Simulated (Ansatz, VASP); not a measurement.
**One calculation of BaTiO3, two programs**

INCAR

```
  PREC = Accurate
  ENCUT = 520
  EDIFF = 1E-7
  ISMEAR = 0
  SIGMA = 0.05
  LREAL = F
  LASPH = T
  NELM = 150
  ALGO = Normal
  ISIF = 2
  LWAVE = F
  LCHARG = F
  LMAXMIX = 4
  LDAU = T
  LDAUTYPE = 2
  LDAUL = -1 2 -1
  LDAUU = 0 4 0
  LDAUJ = 0 0 0
  LDAUPRINT = 1
  GGA = PE
  NBANDS = 28
```

Contents of KPOINTS:

```
Automatic mesh
0
Gamma
  6 6 6
```

Contents of POSCAR:

```
BaTiO3
1.0
    4.0082194746      0.0000000000      0.0000000000
    0.0000000000      2.7870830279      2.8859183788
    0.0000000000     -2.7870830279      2.8859183788
Ba Ti O
1 1 3
Direct
    0.0000000000      0.0080771845      0.0080771845
    0.5000000000      0.5197092871      0.5197092871
    0.0000000000      0.4916268390      0.4916268390
    0.5000000000      0.4938075372      0.9829991522
    0.5000000000      0.9829991522      0.4938075372
```

Input for Ansatz:

```yaml
crystal:
  lattice:
    - [4.0082194746, 0.0, 0.0]
    - [0.0, 2.7870830279, 2.8859183788]
    - [0.0, -2.7870830279, 2.8859183788]
  atoms:
    - { symbol: Ba, position: [0.0, 0.0080771845, 0.0080771845] }
    - { symbol: Ti, position: [0.5, 0.5197092871, 0.5197092871] }
    - { symbol: O, position: [0.0, 0.491626839, 0.491626839] }
    - { symbol: O, position: [0.5, 0.4938075372, 0.9829991522] }
    - { symbol: O, position: [0.5, 0.9829991522, 0.4938075372] }
basis:
  ecutwfc: 420
kpoints:
  mp_grid: { grid: [6, 6, 6] }
hamiltonian:
  xc: pbe
  hubbard: { sites: [{ species: Ti, l: d, u_eff: 4.0 }] }
scf:
  occupations: { method: gaussian, width: 0.05 }
output:
  forces: true
  stress: true
  eigenvalues: true
```

Change from the starting cell: strain -0.0300 x Voigt [0, 1, 0, 0, 0, 0], atoms carried along.

Alike in both runs: task single point; functional PBE; k mesh 6 × 6 × 6; occupations gaussian, width 0.05 eV; no spin polarisation; Hubbard terms Ti d U = 4.0 eV.

|  | VASP | Ansatz |
| --- | --- | --- |
| version | VASP 6.6.1 | Ansatz 0.2.0 |
| potentials or method | VASP PAW PBE potentials, release 64 (Ba_sv, Ti_sv, O), cutoff 520 eV | scalar-relativistic, plane waves, PAW |
| valence electrons in the cell | 40 | 40 |

|  | VASP | Ansatz | Ansatz less VASP |
| --- | --- | --- | --- |
| gap on the k mesh at the Fermi level (eV) | 2.52 | 2.56 | +0.042 |
| least direct gap on the mesh (eV) | 2.84 | 2.87 | +0.030 |
| pressure (GPa) | 9.2 | 5.3 | -3.87 |
| traceless stress, the component that is largest in VASP (GPa) | 5.25 | 4.71 | -0.543 |
| rms of the force components (eV/Å) | 0.404 | 0.159 | -0.2443 |

The programs project onto different local orbitals, so the same U acts differently, and such runs can settle in different states. Atom by atom the forces differ by 0.248 eV/Å (rms over components).

Neither program's run includes spin-orbit coupling.
